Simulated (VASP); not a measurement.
# NaI (Fm-3m) in VASP: relaxation of cell and atoms with r2SCAN

Aim: the relaxation of cell and atoms of NaI with r2SCAN.

All numbers are computed with VASP 6.6.1; they aren't measurements. Logs are shortened: lines on timing, memory, paths and dates and some standing lists are left out, and cuts for length are marked.

## (1) The cell of the first run

It takes space group Fm-3m (No. 225, cubic). The conventional cell has a = 6.473 Å, b = 6.473 Å, c = 6.473 Å, α = 90.00°, β = 90.00°, γ = 90.00°. Na (site symmetry m-3m) has 6 I at 3.24 Å within 4.3 Å. I (site symmetry m-3m) has 6 Na at 3.24 Å within 4.3 Å.

## (2) Relaxation of cell and atoms, r2SCAN

Contents of POSCAR:

```
NaI
1.0
    3.2364000000      3.2364000000      0.0000000000
   -3.2364000000      3.2364000000      0.0000000000
    0.0000000000      3.2364000000      3.2364000000
Na I
1 1
Direct
    0.0000000000      0.0000000000      0.0000000000
    0.5000000000      0.5000000000      0.0000000000
```

Contents of INCAR.step1:

```
  ALGO = Normal
  EDIFF = 1E-4
  ENCUT = 600
  GGA = PE
  ISMEAR = -1
  LASPH = T
  LCHARG = F
  LREAL = F
  LWAVE = T
  NELM = 60
  PREC = Accurate
  SIGMA = 0.08
```

Contents of INCAR.step2:

```
  ALGO = Normal
  EDIFF = 1E-6
  EDIFFG = -0.002
  ENCUT = 600
  IBRION = 2
  ISIF = 3
  ISMEAR = -1
  ISTART = 1
  LASPH = T
  LCHARG = F
  LMIXTAU = T
  LREAL = F
  LWAVE = F
  METAGGA = R2SCAN
  NELM = 60
  NSW = 100
  PREC = Accurate
  SIGMA = 0.08
```

Contents of KPOINTS:

```
k-points
0
Gamma
  10 10 10
```

Potentials or basis: VASP PAW PBE potentials, release 64 (Na_pv, I).

Launch:

```bash
cat potpaw_PBE.64/Na_pv/POTCAR potpaw_PBE.64/I/POTCAR > POTCAR
cp INCAR.step1 INCAR
mpirun -np 1 vasp_std > vasp.out
cp INCAR.step2 INCAR
mpirun -np 1 vasp_std > vasp.out
```

OUTCAR:

```text
EDIFF = 1E-6
   EDIFFG = -0.002
   ENCUT = 600
   IBRION = 2
   ISIF = 3
   ISMEAR = -1
   ISTART = 1
   LASPH = T
   LREAL = F
   METAGGA = R2SCAN
   NELM = 60
   NSW = 100
   PREC = Accurate

 ion  position               nearest neighbor table
   1  0.000  0.000  0.000-
   2  0.500  0.500  0.000-

  LATTYP: Found a face centered cubic cell.
 ALAT       =     6.4728000000

  Lattice vectors:

 A1 = (   0.0000000000,   3.2364000000,   3.2364000000)
 A2 = (   3.2364000000,   0.0000000000,   3.2364000000)
 A3 = (   3.2364000000,   3.2364000000,   0.0000000000)

Analysis of symmetry for initial positions (statically):
=====================================================================
 Subroutine PRICEL returns:
 Original cell was already a primitive cell.

 Routine SETGRP: Setting up the symmetry group for a
 face centered cubic supercell.

 Subroutine GETGRP returns: Found 48 space group operations
 (whereof 48 operations were pure point group operations)
 out of a pool of 48 trial point group operations.

The static configuration has the point symmetry O_h .

Analysis of symmetry for dynamics (positions and initial velocities):
=====================================================================
 Subroutine PRICEL returns:
 Original cell was already a primitive cell.

 Routine SETGRP: Setting up the symmetry group for a
 face centered cubic supercell.

 Subroutine GETGRP returns: Found 48 space group operations
 (whereof 48 operations were pure point group operations)
 out of a pool of 48 trial point group operations.

The dynamic configuration has the point symmetry O_h .

 Subroutine INISYM returns: Found 48 space group operations
 (whereof 48 operations are pure point group operations),
 and found     1 'primitive' translations

----------------------------------------------------------------------------------------

                                     Primitive cell

  volume of cell :      67.7980

  direct lattice vectors                    reciprocal lattice vectors
     3.236400000  3.236400000  0.000000000     0.154492646  0.154492646 -0.154492646
    -3.236400000  3.236400000  0.000000000    -0.154492646  0.154492646 -0.154492646
     0.000000000  3.236400000  3.236400000     0.000000000  0.000000000  0.308985292

  length of vectors
     4.576960773  4.576960773  4.576960773     0.267589113  0.267589113  0.308985292

  position of ions in fractional coordinates (direct lattice)
     0.000000000  0.000000000  0.000000000
     0.500000000  0.500000000  0.000000000

  ion indices of the primitive-cell ions
   primitive index   ion index
                 1           1
                 2           2

----------------------------------------------------------------------------------------

 KPOINTS: k-points

Automatic generation of k-mesh.
 Grid dimensions read from file:
 generate k-points for:   10   10   10

 Generating k-lattice:

  Cartesian coordinates                     Fractional coordinates (reciprocal lattice)
     0.015449265  0.015449265 -0.015449265     0.100000000  0.000000000  0.000000000
    -0.015449265  0.015449265 -0.015449265     0.000000000  0.100000000  0.000000000
     0.000000000  0.000000000  0.030898529     0.000000000  0.000000000  0.100000000

  Length of vectors
     0.026758911  0.026758911  0.030898529

  Shift w.r.t. Gamma in fractional coordinates (k-lattice)
     0.000000000  0.000000000  0.000000000

 Subroutine IBZKPT returns following result:
 ===========================================

 Found     47 irreducible k-points:

 Following reciprocal coordinates:
            Coordinates               Weight
  0.000000  0.000000  0.000000      1.000000
  0.100000  0.000000  0.000000      8.000000
  0.200000  0.000000  0.000000      8.000000
  0.300000  0.000000  0.000000      8.000000
  0.400000  0.000000  0.000000      8.000000
  0.500000  0.000000  0.000000      4.000000
[... 16 lines left out ...]
  0.300000  0.300000  0.000000     12.000000
  0.400000  0.300000  0.000000     24.000000
 [... further k-points ...]
   k-points           NKPTS =     47   k-points in BZ     NKDIM =     47   number of bands    NBANDS=     11
   number of dos      NEDOS =    301   number of ions     NIONS =      2
   total plane-waves  NPLWV =  64000
   dimension x,y,z NGX =    40 NGY =   40 NGZ =   40
   dimension x,y,z NGXF=    80 NGYF=   80 NGZF=   80
   ions per type =               1   1
   NGX,Y,Z   is equivalent  to a cutoff of  14.53, 14.53, 14.53 a.u.
   NGXF,Y,Z  is equivalent  to a cutoff of  29.06, 29.06, 29.06 a.u.
 SYSTEM =  unknown system
   PREC   = accura    normal or accurate (medium, high low for compatibility)
   ISTART =      1    job   : 0-new  1-cont  2-samecut
   ICHARG =      0    charge: 1-file 2-atom 10-const
   ISPIN  =      1    spin polarized calculation?
   LNONCOLLINEAR =      F non collinear calculations
   LSORBIT =      F    spin-orbit coupling
   LASPH  =      T    aspherical Exc in radial PAW
   ENCUT  =  600.0 eV  44.10 Ry    6.64 a.u.   9.14  9.14  9.14*2*pi/ulx,y,z
   NELM   =     60;   NELMIN=  2; NELMDL=  0     # of ELM steps
   EDIFF  = 0.1E-05   stopping-criterion for ELM
   LREAL  =      F    real-space projection
   EDIFFG = -.2E-02   stopping-criterion for IOM
   NSW    =    100    number of steps for IOM
   IBRION =      2    ionic relax: 0-MD 1-quasi-New 2-CG
   NFREE  =      1    steps in history (QN), initial steepest desc. (CG)
   ISIF   =      3    stress and relaxation
   ISYM   =      2    0-nonsym 1-usesym 2-fastsym
   POTIM  = 0.5000    time-step for ionic-motion
   TEBEG  =    0.0;   TEEND  =   0.0 temperature during run
   PSTRESS=    0.0 pullay stress
   NELECT =      14.0000    total number of electrons
   NUPDOWN=      -1.0000    fix difference up-down
   EMIN   =  10.00;   EMAX   =-10.00  energy-range for DOS
   EFERMI =   0.00;   METHOD = LEGACY
   ISMEAR =    -1;   SIGMA  =   0.08  broadening in eV -4-tet -1-fermi 0-gaus
   EFERMI_NEDOS =   21; number of points for ismear=-14 and -15
   IALGO  =     38    algorithm
   IMIX   =      4    mixing-type and parameters
     AMIX     =   0.40;   BMIX     =  1.00
     AMIX_MAG =   1.60;   BMIX_MAG =  1.00
  volume/ion in A,a.u.               =      33.90       228.76
  Fermi-wavevector in a.u.,A,eV,Ry     =   0.967636  1.828567 12.739397  0.936319
  Thomas-Fermi vector in A             =   2.097538
   LORBIT       =      0    0 simple, 1 ext, 2 COOP (PROOUT), +10 PAW based schemes
   METAGGA = R2SCAN    functional components
   LHFCALC =     F    Hartree Fock is set to
   AEXX    =    0.0000 exact exchange contribution
   IVDW    =     0    specifies the selected vdW correction
   LEPSILON=     F    determine dielectric tensor
   LRPA    =     F    only Hartree local field effects (RPA)
 conjugate gradient relaxation of ions
 non-spin polarized calculation
  energy-cutoff  :      600.00
  volume of cell :       67.80
 maximum number of plane-waves:      2285
 NGX is ok and might be reduce to    40
   NGX = 19   NGY = 19   NGZ = 19

--------------------------------------- Ionic step        1  -------------------------------------------

 number of electron      13.9999994 magnetization

 Free energy of the ion-electron system (eV)
  ---------------------------------------------------
  ext. energy  EPLUGINS =         0.00000000
  ---------------------------------------------------
  free energy    TOTEN  =       -31.08628201 eV

  energy without entropy =      -31.08628201  energy(sigma->0) =      -31.08628201

------------------------ aborting loop because EDIFF is reached ----------------------------------------

  FORCE on cell =-STRESS in cart. coord.  units (eV):
  Direction    XX          YY          ZZ          XY          YZ          ZX
  --------------------------------------------------------------------------------------
  -------------------------------------------------------------------------------------
  Total       -0.0896811     -0.0896811     -0.0896811      0.0000000      0.0000000     -0.0000000
  in kB       -2.1193122     -2.1193122     -2.1193122      0.0000000      0.0000000     -0.0000000
  external PRESSURE =      -2.1193122 kB  Pullay stress =       0.0000000 kB
[... 165 lines left out ...]
  energy  without entropy=      -31.0870289525  energy(sigma->0) =      -31.08702895

--------------------------------------- Ionic step        6  -------------------------------------------

 number of electron      13.9999997 magnetization

 Free energy of the ion-electron system (eV)
  ---------------------------------------------------
  ext. energy  EPLUGINS =         0.00000000
  ---------------------------------------------------
  free energy    TOTEN  =       -31.08703164 eV

  energy without entropy =      -31.08703164  energy(sigma->0) =      -31.08703164

 E-fermi :   2.3357     XC(G=0):  -8.1237

 val. band max:        0.5704106919   @ k =   0.0000   0.0000   0.0000
 cond. band min:       5.0497824693   @ k =   0.0000   0.0000   0.0000
 fundamental gap:      4.4793717774
 Fermi energy:         2.3356781638

 k-point     1 :       0.0000    0.0000    0.0000
  band No.  band energies     occupation
      1     -22.6684      2.00000
      2     -22.6683      2.00000
      3     -22.6682      2.00000
      4     -10.8095      2.00000
      5       0.5704      2.00000
      6       0.5704      2.00000
      7       0.5704      2.00000
      8       5.0498      0.00000
      9       9.0449      0.00000
     10       9.0450      0.00000
     11       9.0450      0.00000
[... 309 lines left out ...]
 k-point    24 :       0.4000    0.3000    0.0000
  band No.  band energies     occupation
      1     -22.6720      2.00000
      2     -22.6707      2.00000
      3     -22.6693      2.00000
      4     -10.3899      2.00000
      5      -1.1764      2.00000
      6      -0.7529      2.00000
      7       0.0077      2.00000
      8       6.7103      0.00000
      9       8.1982      0.00000
     10       9.5237      0.00000
     11      10.0875      0.00000

 [... further k-points ...]

------------------------ aborting loop because EDIFF is reached ----------------------------------------

  FORCE on cell =-STRESS in cart. coord.  units (eV):
  Direction    XX          YY          ZZ          XY          YZ          ZX
  --------------------------------------------------------------------------------------
  -------------------------------------------------------------------------------------
  Total        0.0011612      0.0011612      0.0011612      0.0000000     -0.0000000      0.0000000
  in kB        0.0277964      0.0277964      0.0277964      0.0000000     -0.0000000      0.0000000
  external PRESSURE =       0.0277964 kB  Pullay stress =       0.0000000 kB
[... 17 lines left out ...]
  FREE ENERGIE OF THE ION-ELECTRON SYSTEM (eV)
  ---------------------------------------------------
  free  energy   TOTEN  =       -31.0870316407 eV

  energy  without entropy=      -31.0870316407  energy(sigma->0) =      -31.08703164

 reached required accuracy - stopping structural energy minimisation
```

Run time: 7.9 min. Hardware: 1 thread of Intel Xeon Platinum 8488C (Sapphire Rapids), shared host; peak memory 0.29 GiB.

What came out:

| Property | Result |
| --- | --- |
| Free energy | -31.0870 eV |
| Relaxed volume | 33.47 Å³/atom |
| Relaxed cell | a = 4.557 Å, b = 4.557 Å, c = 4.557 Å, α = 60.00°, β = 60.00°, γ = 90.00° |
| Space group after relaxing (to 0.1 Å) | Fm-3m (No. 225) |
| Energy gained by relaxing | 0.4 meV/atom |
| Ionic steps | 6 |
| Pressure after relaxing | 0.0 GPa |
| Band gap on the k mesh | 4.48 eV |

Step by step:
| step | energy change (eV) | largest force (eV/Å) | pressure (GPa) | volume (Å³) |
| --- | --- | --- | --- | --- |
| 1 | 0.0000 | 0.0000 | -0.21 | 67.80 |
| 2 | -0.0005 | 0.0000 | -0.11 | 67.36 |
| 3 | -0.0006 | 0.0000 | -0.06 | 67.21 |
| 4 | -0.0008 | 0.0000 | 0.01 | 66.91 |
| 5 | -0.0007 | 0.0000 | -0.04 | 66.96 |
| 6 | -0.0007 | 0.0000 | 0.00 | 66.93 |

Final structure:
```cif
data_structure
_symmetry_space_group_name_H-M 'P 1'
_symmetry_Int_Tables_number 1
_cell_length_a 4.5574
_cell_length_b 4.5574
_cell_length_c 4.5574
_cell_angle_alpha 60.000
_cell_angle_beta 60.000
_cell_angle_gamma 90.000
_cell_volume 66.93
loop_
_atom_site_label
_atom_site_type_symbol
_atom_site_fract_x
_atom_site_fract_y
_atom_site_fract_z
_atom_site_occupancy
Na1 Na 0.00000 0.00000 0.00000 1
I1 I 0.50000 0.50000 0.00000 1
```

Caveat: the PAW data sets were made with another functional, which shifts forces and pressure a little; spin-orbit coupling is left out, which moves the levels of the heavy elements. A k mesh can miss the band edges.
